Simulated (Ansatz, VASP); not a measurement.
# Two plane-wave programs on C

```
C
1.0
     0.00000    1.53516    1.53516
     1.53516    0.00000    1.53516
     1.53516    1.53516    0.00000
C
1
Direct
  0.00000 0.00000 0.00000
```

Alike in both runs: task single point; functional BLYP; k mesh 19 × 19 × 19; occupations fermi-dirac, width 0.1 eV; no spin polarisation.

```csv
,VASP,Ansatz
version,VASP 6.6.1,Ansatz 0.2.0
potentials or method,"VASP PAW PBE potentials, release 64 (C), cutoff 600 eV","plane waves (420 eV) with PAW, scalar-relativistic"
valence electrons in the cell,4,4
```

```csv
,VASP,Ansatz,Ansatz less VASP
pressure (GPa),18.7,18.7,-0.01
```

VASP's potentials were made for PBE, not for BLYP. The functional is the same, so the differences come from potentials, cutoffs and numerics.
